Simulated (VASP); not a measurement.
# TiO2 in VASP: further runs

TiO2 is run at these levels: PBE, r2SCAN; tasks: single point.

All numbers are computed with VASP 6.6.1; they aren't measurements. Logs are shortened: lines on timing, memory, paths and dates and some standing lists are left out, and cuts for length are marked.

## (1) The cell of the first run

Symmetry: I4/mmm, No. 139, tetragonal system. Conventional cell: a = 3.390 Å, b = 3.390 Å, c = 4.974 Å, α = 90.00°, β = 90.00°, γ = 90.00°. Ti (site symmetry 4/mmm) has 8 O at 2.10 Å within 2.8 Å. Within 2.8 Å of O (site symmetry -4m2) lie 4 Ti at 2.10 Å and 6 O at 2.40 to 2.49 Å.

## (2) Single point, PBE (uniaxial z strain +3.8%)

INCAR

```
ALGO     = Normal         # electronic algorithm
EDIFF    = 1E-7           # SCF threshold, eV
ENCUT    = 520            # plane-wave cutoff, eV
GGA      = PE             # functional
ISIF     = 2              # what is computed and relaxed
ISMEAR   = -1             # smearing method
LASPH    = T              # aspherical terms in the spheres
LCHARG   = F              # write CHGCAR
LREAL    = F              # projectors in reciprocal space
LWAVE    = F              # write WAVECAR
NBANDS   = 19             # bands
NELM     = 80             # most SCF steps
PREC     = Accurate       # precision mode
SIGMA    = 0.02           # smearing width, eV
```

KPOINTS

```
k-points
0
Gamma
  10 10 10
```

POSCAR

```
TiO2
1.0
    0.0000000000      2.3968272579      2.4869479628
    2.3968272579      0.0000000000      2.4869479628
    2.3968272579      2.3968272579      0.0000000000
Ti O
1 2
Direct
    0.0000000000      0.0000000000      0.0000000000
    0.2500000000      0.2500000000      0.2500000000
    0.7500000000      0.7500000000      0.7500000000
```

Potentials or basis: VASP PAW PBE potentials, release 64 (Ti_sv, O).

Run with:

```console
$ cat potpaw_PBE.64/Ti_sv/POTCAR potpaw_PBE.64/O/POTCAR > POTCAR
$ mpirun -np 1 vasp_std > vasp.out
```

OUTCAR:

```text
EDIFF = 1E-7
   ENCUT = 520
   GGA = PE
   ISIF = 2
   ISMEAR = -1
   LASPH = T
   LREAL = F
   NELM = 80
   PREC = Accurate

 ion  position               nearest neighbor table
   1  0.000  0.000  0.000-   3 2.10   3 2.10   3 2.10   2 2.10   3 2.10   2 2.10   2 2.10   2 2.10

   2  0.250  0.250  0.250-   1 2.10   1 2.10   1 2.10   1 2.10
   3  0.750  0.750  0.750-   1 2.10   1 2.10   1 2.10   1 2.10

  LATTYP: Found a body centered tetragonal cell.
 ALAT       =     3.3896256148
 C/A-ratio  =     1.4673879923

  Lattice vectors:

 A1 = (  -2.3968272579,   0.0000000000,   2.4869479628)
 A2 = (   2.3968272579,   0.0000000000,   2.4869479628)
 A3 = (   0.0000000000,   2.3968272579,  -2.4869479628)

Analysis of symmetry for initial positions (statically):
=====================================================================
 Subroutine PRICEL returns:
 Original cell was already a primitive cell.

 Routine SETGRP: Setting up the symmetry group for a
 body centered tetragonal supercell.

 Subroutine GETGRP returns: Found 16 space group operations
 (whereof 16 operations were pure point group operations)
 out of a pool of 16 trial point group operations.

The static configuration has the point symmetry D_4h.

Analysis of symmetry for dynamics (positions and initial velocities):
=====================================================================
 Subroutine PRICEL returns:
 Original cell was already a primitive cell.

 Routine SETGRP: Setting up the symmetry group for a
 body centered tetragonal supercell.

 Subroutine GETGRP returns: Found 16 space group operations
 (whereof 16 operations were pure point group operations)
 out of a pool of 16 trial point group operations.

The dynamic configuration has the point symmetry D_4h.

 Subroutine INISYM returns: Found 16 space group operations
 (whereof 16 operations are pure point group operations),
 and found     1 'primitive' translations

----------------------------------------------------------------------------------------

                                     Primitive cell

  volume of cell :      28.5739

  direct lattice vectors                    reciprocal lattice vectors
     0.000000000  2.396827258  2.486947963    -0.208609110  0.208609110  0.201049643
     2.396827258  0.000000000  2.486947963     0.208609110 -0.208609110  0.201049643
     2.396827258  2.396827258  0.000000000     0.208609110  0.208609110 -0.201049643

  length of vectors
     3.453938487  3.453938487  3.389625615     0.357010476  0.357010476  0.357010476

  position of ions in fractional coordinates (direct lattice)
     0.000000000  0.000000000  0.000000000
     0.250000000  0.250000000  0.250000000
     0.750000000  0.750000000  0.750000000

  ion indices of the primitive-cell ions
   primitive index   ion index
                 1           1
                 2           2
                 3           3

----------------------------------------------------------------------------------------

 KPOINTS: k-points

Automatic generation of k-mesh.
 Grid dimensions read from file:
 generate k-points for:   10   10   10

 Generating k-lattice:

  Cartesian coordinates                     Fractional coordinates (reciprocal lattice)
    -0.020860911  0.020860911  0.020104964     0.100000000  0.000000000  0.000000000
     0.020860911 -0.020860911  0.020104964     0.000000000  0.100000000  0.000000000
     0.020860911  0.020860911 -0.020104964    -0.000000000 -0.000000000  0.100000000

  Length of vectors
     0.035701048  0.035701048  0.035701048

  Shift w.r.t. Gamma in fractional coordinates (k-lattice)
     0.000000000  0.000000000  0.000000000

 Subroutine IBZKPT returns following result:
 ===========================================

 Found    102 irreducible k-points:

 Following reciprocal coordinates:
            Coordinates               Weight
  0.000000  0.000000  0.000000      1.000000
  0.100000  0.000000  0.000000      8.000000
  0.200000  0.000000  0.000000      8.000000
  0.300000  0.000000  0.000000      8.000000
  0.400000  0.000000  0.000000      8.000000
  0.500000 -0.000000  0.000000      4.000000
[... 16 lines left out ...]
  0.300000  0.300000  0.000000      2.000000
  0.400000  0.300000  0.000000      8.000000
 [... further k-points ...]
   k-points           NKPTS =    102   k-points in BZ     NKDIM =    102   number of bands    NBANDS=     19
   number of dos      NEDOS =    301   number of ions     NIONS =      3
   total plane-waves  NPLWV =  21952
   dimension x,y,z NGX =    28 NGY =   28 NGZ =   28
   dimension x,y,z NGXF=    56 NGYF=   56 NGZF=   56
   ions per type =               1   2
   NGX,Y,Z   is equivalent  to a cutoff of  13.48, 13.48, 13.73 a.u.
   NGXF,Y,Z  is equivalent  to a cutoff of  26.95, 26.95, 27.47 a.u.
 SYSTEM =  unknown system
   PREC   = accura    normal or accurate (medium, high low for compatibility)
   ISTART =      0    job   : 0-new  1-cont  2-samecut
   ICHARG =      2    charge: 1-file 2-atom 10-const
   ISPIN  =      1    spin polarized calculation?
   LNONCOLLINEAR =      F non collinear calculations
   LSORBIT =      F    spin-orbit coupling
   LASPH  =      T    aspherical Exc in radial PAW
   ENCUT  =  520.0 eV  38.22 Ry    6.18 a.u.   6.42  6.42  6.30*2*pi/ulx,y,z
   NELM   =     80;   NELMIN=  2; NELMDL= -5     # of ELM steps
   EDIFF  = 0.1E-06   stopping-criterion for ELM
   LREAL  =      F    real-space projection
   EDIFFG = 0.1E-05   stopping-criterion for IOM
   NSW    =      0    number of steps for IOM
   IBRION =     -1    ionic relax: 0-MD 1-quasi-New 2-CG
   NFREE  =      0    steps in history (QN), initial steepest desc. (CG)
   ISIF   =      2    stress and relaxation
   ISYM   =      2    0-nonsym 1-usesym 2-fastsym
   POTIM  = 0.5000    time-step for ionic-motion
   TEBEG  =    0.0;   TEEND  =   0.0 temperature during run
   PSTRESS=    0.0 pullay stress
   NELECT =      24.0000    total number of electrons
   NUPDOWN=      -1.0000    fix difference up-down
   EMIN   =  10.00;   EMAX   =-10.00  energy-range for DOS
   EFERMI =   0.00;   METHOD = LEGACY
   ISMEAR =    -1;   SIGMA  =   0.02  broadening in eV -4-tet -1-fermi 0-gaus
   EFERMI_NEDOS =   21; number of points for ismear=-14 and -15
   IALGO  =     38    algorithm
   IMIX   =      4    mixing-type and parameters
     AMIX     =   0.40;   BMIX     =  1.00
     AMIX_MAG =   1.60;   BMIX_MAG =  1.00
  volume/ion in A,a.u.               =       9.52        64.28
  Fermi-wavevector in a.u.,A,eV,Ry     =   1.544621  2.918910 32.461503  2.385853
  Thomas-Fermi vector in A             =   2.650116
   LORBIT       =      0    0 simple, 1 ext, 2 COOP (PROOUT), +10 PAW based schemes
   GGA     = PE    functional components
   LHFCALC =     F    Hartree Fock is set to
   AEXX    =    0.0000 exact exchange contribution
   IVDW    =     0    specifies the selected vdW correction
   LEPSILON=     F    determine dielectric tensor
   LRPA    =     F    only Hartree local field effects (RPA)
 non-spin polarized calculation
  energy-cutoff  :      520.00
  volume of cell :       28.57
 maximum number of plane-waves:       788
 NGX is ok and might be reduce to    28
   NGX = 13   NGY = 13   NGZ = 13

 number of electron      24.0000000 magnetization

 Free energy of the ion-electron system (eV)
  ---------------------------------------------------
  ext. energy  EPLUGINS =         0.00000000
  ---------------------------------------------------
  free energy    TOTEN  =       -25.99033764 eV

  energy without entropy =      -25.99033764  energy(sigma->0) =      -25.99033764

 E-fermi :   7.4781     XC(G=0): -12.0381

 val. band max:        7.0763831974   @ k =   0.5000   0.0000   0.5000
 cond. band min:       7.9310627963   @ k =   0.0000   0.0000   0.0000
 fundamental gap:      0.8546795989
 Fermi energy:         7.4781138888

 k-point     1 :       0.0000    0.0000    0.0000
  band No.  band energies     occupation
      1     -50.9009      2.00000
      2     -26.9888      2.00000
      3     -26.9888      2.00000
      4     -26.9797      2.00000
      5     -12.5318      2.00000
      6      -8.9081      2.00000
[... 11 lines left out ...]
     18      14.3069      0.00000
     19      20.8062      0.00000

 k-point     2 :       0.1000    0.0000    0.0000
  band No.  band energies     occupation
      1     -50.8991      2.00000
      2     -27.0079      2.00000
      3     -26.9910      2.00000
      4     -26.9846      2.00000
      5     -12.4198      2.00000
      6      -9.0398      2.00000
[... 11 lines left out ...]
     18      14.6631      0.00000
     19      20.8008      0.00000

 k-point     3 :       0.2000    0.0000    0.0000
  band No.  band energies     occupation
      1     -50.8943      2.00000
      2     -27.0622      2.00000
      3     -26.9966      2.00000
      4     -26.9926      2.00000
      5     -12.1114      2.00000
      6      -9.3720      2.00000
[... 11 lines left out ...]
     18      15.5762      0.00000
     19      20.5831      0.00000

 k-point     4 :       0.3000    0.0000    0.0000
  band No.  band energies     occupation
      1     -50.8883      2.00000
      2     -27.1286      2.00000
      3     -27.0036      2.00000
      4     -27.0019      2.00000
      5     -11.6846      2.00000
      6      -9.7809      2.00000
[... 11 lines left out ...]
     18      16.5099      0.00000
     19      20.5209      0.00000

 k-point     5 :       0.4000    0.0000    0.0000
  band No.  band energies     occupation
      1     -50.8835      2.00000
      2     -27.1814      2.00000
      3     -27.0094      2.00000
      4     -27.0092      2.00000
      5     -11.2521      2.00000
      6     -10.1641      2.00000
[... 11 lines left out ...]
     18      16.9424      0.00000
     19      20.8284      0.00000
[... 334 lines left out ...]
      2     -27.1557      2.00000
      3     -27.0588      2.00000
      4     -27.0114      2.00000
      5     -11.0897      2.00000
      6     -10.2597      2.00000
[... 11 lines left out ...]
     18      17.3398      0.00000
     19      21.0454      0.00000

 k-point    22 :      -0.2000    0.2000    0.0000
  band No.  band energies     occupation
      1     -50.8861      2.00000
      2     -27.1271      2.00000
      3     -27.0341      2.00000
      4     -27.0030      2.00000
      5     -11.5003      2.00000
      6      -9.9409      2.00000
[... 11 lines left out ...]
     18      16.7626      0.00000
     19      20.6721      0.00000

 k-point    23 :       0.3000    0.3000    0.0000
  band No.  band energies     occupation
      1     -50.8853      2.00000
      2     -27.1305      2.00000
      3     -27.0272      2.00000
      4     -27.0272      2.00000
      5     -11.4957      2.00000
      6      -9.8048      2.00000
[... 11 lines left out ...]
     18      16.7889      0.00000
     19      20.5276      0.00000

 k-point    24 :       0.4000    0.3000    0.0000
  band No.  band energies     occupation
      1     -50.8817      2.00000
      2     -27.1596      2.00000
      3     -27.0427      2.00000
      4     -27.0338      2.00000
      5     -11.2117      2.00000
      6     -10.0008      2.00000
[... 11 lines left out ...]
     18      17.4717      0.00000
     19      20.7850      0.00000

 [... further k-points ...]
[... 5 lines left out ...]
  --------------------------------------------------------------------------------------
  -------------------------------------------------------------------------------------
  Total        0.6574756      0.6574756     -2.6728054      0.0000000     -0.0000000      0.0000000
  in kB       36.8654968     36.8654968   -149.8675998      0.0000000     -0.0000000      0.0000000
  external PRESSURE =     -25.3788688 kB  Pullay stress =       0.0000000 kB

 VOLUME and BASIS-vectors are now :
 -----------------------------------------------------------------------------
  energy-cutoff  :      520.00
  volume of cell :       28.57
      direct lattice vectors                 reciprocal lattice vectors
     0.000000000  2.396827258  2.486947963    -0.208609110  0.208609110  0.201049643
     2.396827258  0.000000000  2.486947963     0.208609110 -0.208609110  0.201049643
     2.396827258  2.396827258  0.000000000     0.208609110  0.208609110 -0.201049643

 POSITION                                       TOTAL-FORCE (eV/Angst)
 -----------------------------------------------------------------------------------
      0.00000      0.00000      0.00000         0.000000      0.000000     -0.000000
      1.19841      1.19841      1.24347         0.000000      0.000000      0.000000
      3.59524      3.59524      3.73042        -0.000000     -0.000000     -0.000000
 -----------------------------------------------------------------------------------
    total drift:                                0.000000     -0.000000      0.000000

  FREE ENERGIE OF THE ION-ELECTRON SYSTEM (eV)
  ---------------------------------------------------
  free  energy   TOTEN  =       -25.9903376417 eV

  energy  without entropy=      -25.9903376417  energy(sigma->0) =      -25.99033764
```

Wall time 42 s (1 thread of Intel Xeon 6975P-C (Granite Rapids), shared host); peak memory 0.19 GiB.

Results:

```yaml
Free_energy: -25.9903 eV
Pressure: -2.5 GPa
Band_gap_on_the_k_mesh: 0.85 eV, indirect (least direct gap 1.47 eV)
```

Stress tensor (GPa, compression positive):
```
  3.69   0.00   0.00
  0.00   3.69   0.00
  0.00   0.00 -14.99
```

Caveat: the cell differs from its parent crystal (uniaxial z strain +3.8%). A k mesh can miss the band edges.

[end of part 1 of 2]
